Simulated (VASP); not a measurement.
Set up this calculation in VASP 6.6.1, as the native input.

```
Task                   : single point
Functional             : LDA
Potentials or basis    : VASP PAW LDA potentials, release 64 (Ru_pv, Al)
Cutoff                 : 520 eV
k mesh                 : 9 × 9 × 9
Occupations            : fermi-dirac, width 0.05 eV
Spin                   : no spin polarisation
Dipole correction      : no
Further INCAR settings : ALGO = Normal; EDIFF = 1e-06; NBANDS = 16
```

The structure of AlRu lies in POSCAR:

```
AlRu
1.0
    2.9715215427      0.0000000000      0.0000000000
    0.0000000000      2.9715215427      0.0000000000
    0.0000000000      0.0000000000      2.9715215427
Ru Al
1 1
Direct
    0.5000000000      0.5000000000      0.5000000000
    0.0000000000      0.0000000000      0.0000000000
```

This cell differs from its parent crystal: volume scaled by 0.98.

One way to write it, as run:

INCAR

```
PREC = Accurate ; ENCUT = 520
EDIFF = 1E-6 ; ISMEAR = -1
SIGMA = 0.05 ; LREAL = F
LASPH = T ; NELM = 60
ALGO = Normal ; ISIF = 2
LWAVE = F ; LCHARG = F
GGA = CA ; NBANDS = 16
```

KPOINTS

```
regular mesh
0
Gamma
  9 9 9
```

Potentials or basis: VASP PAW LDA potentials, release 64 (Ru_pv, Al).

The run is started by

```sh
$ cat potpaw_LDA.64/Ru_pv/POTCAR potpaw_LDA.64/Al/POTCAR > POTCAR
$ mpirun -np 1 vasp_std > vasp.out
```

Results of the run:

The pressure is -3.5 GPa.

Wall time 4.1 s on 1 thread of Intel(R) Xeon(R) 6975P-C (Granite Rapids), on a shared host, peak memory 0.13 GiB.
